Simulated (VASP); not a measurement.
# ZnO in VASP: a series of runs

ZnO is run at these levels: LDA; tasks: single point.

Program: VASP 6.6.1. These are calculated values, not measurements. Logs are shortened: lines on timing, memory, paths and dates and some standing lists are left out, and cuts for length are marked.

## Step 1: The cell of the first run

The cell holds a slab with vacuum, 8 atoms: a = 3.187 Å, b = 5.153 Å, c = 19.680 Å, α = 90.00°, β = 90.00°, γ = 90.00°.

## Step 2: Single point, LDA

INCAR reads:

```
SYSTEM = ZnO
PREC = Accurate
ENCUT = 520
EDIFF = 1E-6
ISMEAR = -1
SIGMA = 0.02
LREAL = .False.
LASPH = .True.
NELM = 80
ALGO = Normal
ISIF = 2
LWAVE = .False.
LCHARG = .True.
LDIPOL = .True.
IDIPOL = 3
DIPOL = 0.5 0.5 0.500
LELF = .True.
LVHAR = .True.
LVACPOTAV = .True.
NBANDS = 46
```

KPOINTS reads:

```
Automatic mesh
0
Gamma
  9 6 1
  0 0 0
```

POSCAR reads:

```
ZnO
1.0
    3.1865540094      0.0000000000      0.0000000000
    0.0000000000      5.1530062734      0.0000000000
    0.0000000000      0.0000000000     19.6795000000
Zn O
4 4
Direct
    0.0000000000      0.0608269150      0.4065139958
    0.5000000000      0.5608269150      0.4532569982
    0.5000000000      0.0608269150      0.5467430018
    0.0000000000      0.5608269150      0.5934860042
    0.0000000000      0.4391730850      0.4065139958
    0.5000000000      0.9391730850      0.4532569982
    0.5000000000      0.4391730850      0.5467430018
    0.0000000000      0.9391730850      0.5934860042
```

Potentials or basis: VASP PAW LDA potentials, release 64 (Zn, O).

Run with:

```console
$ cat potpaw_LDA.64/Zn/POTCAR potpaw_LDA.64/O/POTCAR > POTCAR
$ mpirun -np 1 vasp_std > vasp.out
```

OUTCAR:

```text
SYSTEM = ZnO
   PREC = Accurate
   ENCUT = 520
   EDIFF = 1E-6
   ISMEAR = -1
   LREAL = .False.
   LASPH = .True.
   NELM = 80
   ISIF = 2

 ion  position               nearest neighbor table
   1  0.000  0.061  0.407-   6 1.94   6 1.94   5 1.95
   2  0.500  0.561  0.453-   7 1.94   5 1.94   5 1.94   6 1.95
   3  0.500  0.061  0.547-   6 1.94   8 1.94   8 1.94   7 1.95
   4  0.000  0.561  0.593-   7 1.94   7 1.94   8 1.95
   5  0.000  0.439  0.407-   2 1.94   2 1.94   1 1.95
   6  0.500  0.939  0.453-   3 1.94   1 1.94   1 1.94   2 1.95
   7  0.500  0.439  0.547-   2 1.94   4 1.94   4 1.94   3 1.95
   8  0.000  0.939  0.593-   3 1.94   3 1.94   4 1.95

  LATTYP: Found a simple orthorhombic cell.
 ALAT       =     3.1865540094
 B/A-ratio  =     1.6171093470
 C/A-ratio  =     6.1757936448

  Lattice vectors:

 A1 = (   3.1865540094,   0.0000000000,   0.0000000000)
 A2 = (   0.0000000000,   5.1530062734,   0.0000000000)
 A3 = (   0.0000000000,   0.0000000000,  19.6795000000)

Analysis of symmetry for initial positions (statically):
=====================================================================
 Subroutine PRICEL returns:
 Original cell was already a primitive cell.

 Routine SETGRP: Setting up the symmetry group for a
 simple orthorhombic supercell.

 Subroutine GETGRP returns: Found  4 space group operations
 (whereof  2 operations were pure point group operations)
 out of a pool of  8 trial point group operations.

The static configuration has the point symmetry C_1h.
 The point group associated with its full space group is C_2v.

Analysis of symmetry for dynamics (positions and initial velocities):
=====================================================================
 Subroutine PRICEL returns:
 Original cell was already a primitive cell.

 Routine SETGRP: Setting up the symmetry group for a
 simple orthorhombic supercell.

 Subroutine GETGRP returns: Found  4 space group operations
 (whereof  2 operations were pure point group operations)
 out of a pool of  8 trial point group operations.

The dynamic configuration has the point symmetry C_1h.
 The point group associated with its full space group is C_2v.

 Subroutine INISYM returns: Found  4 space group operations
 (whereof  2 operations are pure point group operations),
 and found     1 'primitive' translations

----------------------------------------------------------------------------------------

                                     Primitive cell

  volume of cell :     323.1439

  direct lattice vectors                    reciprocal lattice vectors
     3.186554009  0.000000000  0.000000000     0.313818626  0.000000000  0.000000000
     0.000000000  5.153006273  0.000000000     0.000000000  0.194061475  0.000000000
     0.000000000  0.000000000 19.679500000     0.000000000  0.000000000  0.050814299

  length of vectors
     3.186554009  5.153006273 19.679500000     0.313818626  0.194061475  0.050814299

  position of ions in fractional coordinates (direct lattice)
     0.000000000  0.060826915  0.406513996
     0.500000000  0.560826915  0.453256998
     0.500000000  0.060826915  0.546743002
     0.000000000  0.560826915  0.593486004
     0.000000000  0.439173085  0.406513996
     0.500000000  0.939173085  0.453256998
     0.500000000  0.439173085  0.546743002
     0.000000000  0.939173085  0.593486004

  ion indices of the primitive-cell ions
   primitive index   ion index
                 1           1
                 2           2
                 3           3
                 4           4
                 5           5
                 6           6
                 7           7
                 8           8

----------------------------------------------------------------------------------------

 KPOINTS: Automatic mesh

Automatic generation of k-mesh.
 Grid dimensions read from file:
 generate k-points for:    9    6    1

 Generating k-lattice:

  Cartesian coordinates                     Fractional coordinates (reciprocal lattice)
     0.034868736  0.000000000  0.000000000     0.111111111  0.000000000  0.000000000
     0.000000000  0.032343579  0.000000000     0.000000000  0.166666667  0.000000000
     0.000000000  0.000000000  0.050814299     0.000000000  0.000000000  1.000000000

  Length of vectors
     0.034868736  0.032343579  0.050814299

  Shift w.r.t. Gamma in fractional coordinates (k-lattice)
     0.000000000  0.000000000  0.000000000

 Subroutine IBZKPT returns following result:
 ===========================================

 Found     20 irreducible k-points:

 Following reciprocal coordinates:
            Coordinates               Weight
  0.000000  0.000000  0.000000      1.000000
  0.111111  0.000000  0.000000      2.000000
  0.222222  0.000000  0.000000      2.000000
  0.333333  0.000000  0.000000      2.000000
  0.444444  0.000000  0.000000      2.000000
  0.000000  0.166667  0.000000      2.000000
[... 12 lines left out ...]
  0.333333  0.500000  0.000000      2.000000
  0.444444  0.500000  0.000000      2.000000
   k-points           NKPTS =     20   k-points in BZ     NKDIM =     20   number of bands    NBANDS=     46
   number of dos      NEDOS =    301   number of ions     NIONS =      8
   total plane-waves  NPLWV = 144000
   dimension x,y,z NGX =    24 NGY =   40 NGZ =  150
   dimension x,y,z NGXF=    48 NGYF=   80 NGZF=  300
   ions per type =               4   4
   NGX,Y,Z   is equivalent  to a cutoff of  12.52, 12.90, 12.67 a.u.
   NGXF,Y,Z  is equivalent  to a cutoff of  25.04, 25.81, 25.34 a.u.
 SYSTEM =  ZnO
   PREC   = accura    normal or accurate (medium, high low for compatibility)
   ISTART =      0    job   : 0-new  1-cont  2-samecut
   ICHARG =      2    charge: 1-file 2-atom 10-const
   ISPIN  =      1    spin polarized calculation?
   LNONCOLLINEAR =      F non collinear calculations
   LSORBIT =      F    spin-orbit coupling
   LASPH  =      T    aspherical Exc in radial PAW
   ENCUT  =  520.0 eV  38.22 Ry    6.18 a.u.   5.92  9.58 36.59*2*pi/ulx,y,z
   NELM   =     80;   NELMIN=  2; NELMDL= -5     # of ELM steps
   EDIFF  = 0.1E-05   stopping-criterion for ELM
   LREAL  =      F    real-space projection
   EDIFFG = 0.1E-04   stopping-criterion for IOM
   NSW    =      0    number of steps for IOM
   IBRION =     -1    ionic relax: 0-MD 1-quasi-New 2-CG
   NFREE  =      0    steps in history (QN), initial steepest desc. (CG)
   ISIF   =      2    stress and relaxation
   ISYM   =      2    0-nonsym 1-usesym 2-fastsym
   POTIM  = 0.5000    time-step for ionic-motion
   TEBEG  =    0.0;   TEEND  =   0.0 temperature during run
   PSTRESS=    0.0 pullay stress
   NELECT =      72.0000    total number of electrons
   NUPDOWN=      -1.0000    fix difference up-down
   EMIN   =  10.00;   EMAX   =-10.00  energy-range for DOS
   EFERMI =   0.00;   METHOD = LEGACY
   ISMEAR =    -1;   SIGMA  =   0.02  broadening in eV -4-tet -1-fermi 0-gaus
   EFERMI_NEDOS =   21; number of points for ismear=-14 and -15
   IALGO  =     38    algorithm
   IMIX   =      4    mixing-type and parameters
     AMIX     =   0.40;   BMIX     =  1.00
     AMIX_MAG =   1.60;   BMIX_MAG =  1.00
  volume/ion in A,a.u.               =      40.39       272.59
  Fermi-wavevector in a.u.,A,eV,Ry     =   0.992477  1.875509 13.401875  0.985010
  Thomas-Fermi vector in A             =   2.124291
   LORBIT       =      0    0 simple, 1 ext, 2 COOP (PROOUT), +10 PAW based schemes
   GGA     = CA    functional components
   LHFCALC =     F    Hartree Fock is set to
   AEXX    =    0.0000 exact exchange contribution
   IVDW    =     0    specifies the selected vdW correction
   LEPSILON=     F    determine dielectric tensor
   LRPA    =     F    only Hartree local field effects (RPA)
 non-spin polarized calculation
  energy-cutoff  :      520.00
  volume of cell :      323.14
 maximum number of plane-waves:      8758
 NGX is ok and might be reduce to    24
   NGX = 11   NGY = 19   NGZ = 73

 dipolmoment           0.000000      0.000000     -0.000000 electrons x Angstroem

 number of electron      72.0000008 magnetization

 dipolmoment           0.000000      0.000000      0.000000 electrons x Angstroem

 Free energy of the ion-electron system (eV)
  ---------------------------------------------------
  ext. energy  EPLUGINS =         0.00000000
  ---------------------------------------------------
  free energy    TOTEN  =       -39.21533315 eV

  energy without entropy =      -39.21533313  energy(sigma->0) =      -39.21533314

 E-fermi :  -3.1478     XC(G=0):  -4.0401

 val. band max:       -3.4306027218   @ k =   0.0000   0.0000   0.0000
 cond. band min:      -2.8671718194   @ k =   0.0000   0.0000   0.0000
 fundamental gap:      0.5634309024
 Fermi energy:        -3.1478244450

 k-point     1 :       0.0000    0.0000    0.0000
  band No.  band energies     occupation
      1     -21.7777      2.00000
      2     -21.4197      2.00000
      3     -19.9208      2.00000
      4     -19.8405      2.00000
      5     -10.2534      2.00000
      6     -10.1753      2.00000
[... 38 lines left out ...]
     45       4.0950      0.00000
     46       4.1180      0.00000

 k-point     2 :       0.1111    0.0000    0.0000
  band No.  band energies     occupation
      1     -21.7373      2.00000
      2     -21.3900      2.00000
      3     -19.8920      2.00000
      4     -19.8218      2.00000
      5     -10.1737      2.00000
      6     -10.0986      2.00000
[... 38 lines left out ...]
     45       4.1835      0.00000
     46       4.4437      0.00000

 k-point     3 :       0.2222    0.0000    0.0000
  band No.  band energies     occupation
      1     -21.6324      2.00000
      2     -21.3137      2.00000
      3     -19.8179      2.00000
      4     -19.7743      2.00000
      5     -10.0888      2.00000
      6     -10.0424      2.00000
[... 38 lines left out ...]
     45       4.5037      0.00000
     46       4.8963      0.00000

 k-point     4 :       0.3333    0.0000    0.0000
  band No.  band energies     occupation
      1     -21.5079      2.00000
      2     -21.2248      2.00000
      3     -19.7315      2.00000
      4     -19.7205      2.00000
      5     -10.0958      2.00000
      6     -10.0457      2.00000
[... 724 lines left out ...]
     45       4.2067      0.00000
     46       4.2067      0.00000

 k-point    19 :       0.3333    0.5000    0.0000
  band No.  band energies     occupation
      1     -21.3472      2.00000
      2     -21.3472      2.00000
      3     -19.7251      2.00000
      4     -19.7251      2.00000
      5     -10.1638      2.00000
      6     -10.1638      2.00000
[... 38 lines left out ...]
     45       4.9357      0.00000
     46       4.9357      0.00000

 k-point    20 :       0.4444    0.5000    0.0000
  band No.  band energies     occupation
      1     -21.2835      2.00000
      2     -21.2835      2.00000
      3     -19.6644      2.00000
      4     -19.6644      2.00000
      5     -10.1128      2.00000
      6     -10.1128      2.00000
[... 38 lines left out ...]
     45       5.3332      0.00000
     46       5.3332      0.00000

------------------------ aborting loop because EDIFF is reached ----------------------------------------

  FORCE on cell =-STRESS in cart. coord.  units (eV):
  Direction    XX          YY          ZZ          XY          YZ          ZX
  --------------------------------------------------------------------------------------
  -------------------------------------------------------------------------------------
  Total       -2.1574116     -5.1464299     -1.5823968      0.0000000      0.0000000      0.0000000
  in kB      -10.6966447    -25.5164722     -7.8456686      0.0000000      0.0000000      0.0000000
  external PRESSURE =     -14.6862618 kB  Pullay stress =       0.0000000 kB

 VOLUME and BASIS-vectors are now :
 -----------------------------------------------------------------------------
  energy-cutoff  :      520.00
  volume of cell :      323.14
      direct lattice vectors                 reciprocal lattice vectors
     3.186554009  0.000000000  0.000000000     0.313818626  0.000000000  0.000000000
     0.000000000  5.153006273  0.000000000     0.000000000  0.194061475  0.000000000
     0.000000000  0.000000000 19.679500000     0.000000000  0.000000000  0.050814299

 POSITION                                       TOTAL-FORCE (eV/Angst)
 -----------------------------------------------------------------------------------
      0.00000      0.31344      7.99999         0.000000      1.282628      1.257218
      1.59328      2.88994      8.91987         0.000000     -0.499939     -1.024799
      1.59328      0.31344     10.75963         0.000000     -0.499939      1.024799
      0.00000      2.88994     11.67951         0.000000      1.282628     -1.257218
      0.00000      2.26306      7.99999         0.000000     -0.693474      0.299508
      1.59328      4.83956      8.91987         0.000000     -0.089216     -1.271280
      1.59328      2.26306     10.75963         0.000000     -0.089216      1.271280
      0.00000      4.83956     11.67951         0.000000     -0.693474     -0.299508
 -----------------------------------------------------------------------------------
    total drift:                                0.000000     -0.009134      0.000011

  FREE ENERGIE OF THE ION-ELECTRON SYSTEM (eV)
  ---------------------------------------------------
  free  energy   TOTEN  =       -39.2153331515 eV

  energy  without entropy=      -39.2153331333  energy(sigma->0) =      -39.21533314

 vacuum level on the upper side and lower side of the slab         1.925         1.925
```

Wall time 14 min (1 thread of Intel Xeon 8259CL, shared host); peak memory 0.4 GiB.

Results:

```yaml
Free_energy: -39.2153 eV
Largest_force: 1.796 eV/Å
Band_gap_on_the_k_mesh: 0.56 eV
```

Forces on the atoms (eV/Å):
```
Zn   0.000  1.283  1.257
Zn   0.000 -0.500 -1.025
Zn   0.000 -0.500  1.025
Zn   0.000  1.283 -1.257
O    0.000 -0.693  0.300
O    0.000 -0.089 -1.271
O    0.000 -0.089  1.271
O    0.000 -0.693 -0.300
```

Caveat: semilocal functionals underestimate gaps, and a narrow one can read as zero.

## Step 3: Single point, LDA

INCAR reads:

```
PREC = Accurate
ENCUT = 520
EDIFF = 1E-6
ISMEAR = -1
SIGMA = 0.02
LREAL = False
LASPH = True
NELM = 60
ALGO = Normal
ISIF = 2
LWAVE = False
LCHARG = False
LDIPOL = True
IDIPOL = 3
DIPOL = 0.5 0.5 0.500
NBANDS = 46
```

KPOINTS reads:

```
Automatic mesh
0
Gamma
  9 6 1
```

POSCAR reads:

```
ZnO
1.0
    3.1865540094      0.0000000000      0.0000000000
    0.0000000000      5.1530062734      0.0000000000
    0.0000000000      0.0000000000     19.6795000000
Zn O
4 4
Direct
    0.0000000000      0.0869056822      0.4298508369
    0.5000000000      0.5590270802      0.4402157517
    0.5000000000      0.0590268879      0.5597843575
    0.0000000000      0.5869051037      0.5701492433
    0.0000000000      0.4282690693      0.4050043050
    0.5000000000      0.9257989425      0.4571803684
    0.5000000000      0.4257986247      0.5428194980
    0.0000000000      0.9282686095      0.5949956393
```

Potentials or basis: VASP PAW LDA potentials, release 64 (Zn, O).

Run with:

```console
$ cat potpaw_LDA.64/Zn/POTCAR potpaw_LDA.64/O/POTCAR > POTCAR
$ mpirun -np 1 vasp_std > vasp.out
```

It took 17 min on 1 thread of Intel Xeon 8259CL, shared host; peak memory 0.4 GiB.

It converged, with:

```yaml
Free_energy: -39.9964 eV
Largest_force: 0.117 eV/Å
Band_gap_on_the_k_mesh: 1.30 eV
```

Forces on the atoms (eV/Å):
```
Zn   0.000 -0.046 -0.031
Zn   0.000  0.016  0.024
Zn   0.000  0.016 -0.024
Zn   0.000 -0.046  0.031
O    0.000  0.048 -0.106
O    0.000 -0.019  0.039
O    0.000 -0.019 -0.039
O    0.000  0.048  0.106
```

Levels at points of the mesh, in eV from the valence-band top:
| k point | band 33 | band 34 | band 35 | band 36 | band 37 | band 38 | band 39 | band 40 |
| --- | --- | --- | --- | --- | --- | --- | --- | --- |
| (0.00, 0.00, 0.00) | -0.72 | -0.33 | -0.33 | 0.00 | 1.30 | 3.00 | 5.05 | 5.87 |
| (0.00, 0.50, 0.00) | -0.69 | -0.69 | -0.67 | -0.67 | 3.47 | 3.47 | 4.74 | 4.74 |

## Step 4: Single point, LDA

INCAR reads:

```
ALGO     = Normal         # electronic algorithm
EDIFF    = 1E-7           # SCF threshold, eV
ENCUT    = 520            # plane-wave cutoff, eV
ISIF     = 2              # what is computed and relaxed
ISMEAR   = -1             # smearing method
LASPH    = T              # aspherical terms in the spheres
LCHARG   = F              # write CHGCAR
LREAL    = F              # projectors in reciprocal space
LWAVE    = F              # write WAVECAR
NBANDS   = 46             # bands
NELM     = 100            # most SCF steps
PREC     = Accurate       # precision mode
SIGMA    = 0.02           # smearing width, eV
```

KPOINTS reads:

```
k-points
0
Gamma
  9 6 1
```

POSCAR is that of step 3.

Run with:

```console
$ cat potpaw_LDA.64/Zn/POTCAR potpaw_LDA.64/O/POTCAR > POTCAR
$ mpirun -np 1 vasp_std > vasp.out
```

It took 15 min on 1 thread of Intel Xeon 8259CL, shared host; peak memory 0.43 GiB.

The run converged. Its results:

* Free energy: -39.9964 eV
* Largest force: 0.117 eV/Å
* Band gap on the k mesh: 1.30 eV

Forces on the atoms (eV/Å):
```
Zn   0.000 -0.046 -0.031
Zn   0.000  0.016  0.024
Zn   0.000  0.016 -0.024
Zn   0.000 -0.046  0.031
O    0.000  0.048 -0.106
O    0.000 -0.019  0.039
O    0.000 -0.019 -0.039
O    0.000  0.048  0.106
```

Levels at points of the mesh, in eV from the valence-band top:
```tsv
k point	band 33	band 34	band 35	band 36	band 37	band 38	band 39	band 40
(0.00, 0.00, 0.00)	-0.72	-0.33	-0.33	0.00	1.30	3.00	5.05	5.87
(0.00, 0.50, 0.00)	-0.69	-0.69	-0.67	-0.67	3.47	3.47	4.74	4.74
```

Caveat: there is no dipole correction, which matters where the two faces differ.

## Step 5: Overview

| cell | dipole correction | gap on the mesh (eV) | largest force (eV/Å) |
| --- | --- | --- | --- |
| as given, atomic positions A | yes | 0.56 | 1.80 |
| as given, atomic positions B | yes | 1.30 | 0.12 |
| as given, atomic positions B | no | 1.30 | 0.12 |

Alike in all rows: task single point; level LDA; potentials or basis VASP PAW LDA potentials, release 64 (Zn, O); no spin polarisation; k mesh 9 × 6 × 1; cutoff (eV) 520; smearing fermi-dirac 0.02 eV.

Caveats: semilocal functionals underestimate gaps, and a narrow one can read as zero (at least some runs); there is no dipole correction, which matters where the two faces differ (at least some runs).

Total energies depend on the potentials used, so only differences within one code and one set of settings carry meaning.
